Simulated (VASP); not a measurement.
**Al: single point with PBE**

The system is Al, a slab with vacuum.

```
Al
1.0
     4.81110    0.00000    0.00000
    -2.40555    4.16654    0.00000
     0.00000    0.00000   29.34110
Al
12
Direct
  0.98315 0.39907 0.52872
  0.32379 0.05561 0.55556
  0.65047 0.71996 0.55514
  0.31838 0.38009 0.63598
  0.66015 0.05046 0.63596
  0.98885 0.70896 0.63237
  0.65909 0.37697 0.71795
  0.99027 0.04374 0.71578
  0.32183 0.70833 0.71782
  0.99135 0.37501 0.80057
  0.32651 0.04420 0.79948
  0.65589 0.70897 0.79946
```

* Program: VASP 6.6.1
* Task: single point
* Functional: PBE
* Potentials or basis: VASP PAW PBE potentials, release 64 (Al)
* Cutoff: 400 eV
* k mesh: 9 × 9 × 1
* Occupations: methfessel-paxton, width 0.1 eV
* Spin: no spin polarisation

```yaml
Largest_force: 0.559 eV/Å
Band_gap_on_the_k_mesh: zero (bands 18 and 19 overlap by 1.13 eV)
```

Forces on the atoms (eV/Å):
```
Al   0.102 -0.088  0.542
Al  -0.084  0.064 -0.312
Al  -0.022  0.058 -0.285
Al   0.013  0.023 -0.103
Al  -0.032  0.012 -0.112
Al   0.041 -0.083  0.070
Al  -0.043  0.022 -0.058
Al   0.039 -0.060  0.128
Al  -0.004  0.048 -0.045
Al  -0.007  0.006  0.080
Al  -0.048 -0.028  0.047
Al   0.047  0.025  0.048
```

Levels at points of the mesh, in eV from the Fermi level:
```tsv
k point	band 14	band 15	band 16	band 17	band 18	band 19	band 20	band 21	band 22	band 23
(0.00, 0.00, 0.00)	-1.73	-1.58	-1.56	-1.49	-1.07	-0.59	-0.53	-0.44	-0.27	0.73
```

It took 25 min on 1 thread of Oxide Virtual Turin-like Processor, on a shared host, peak memory 0.61 GiB.
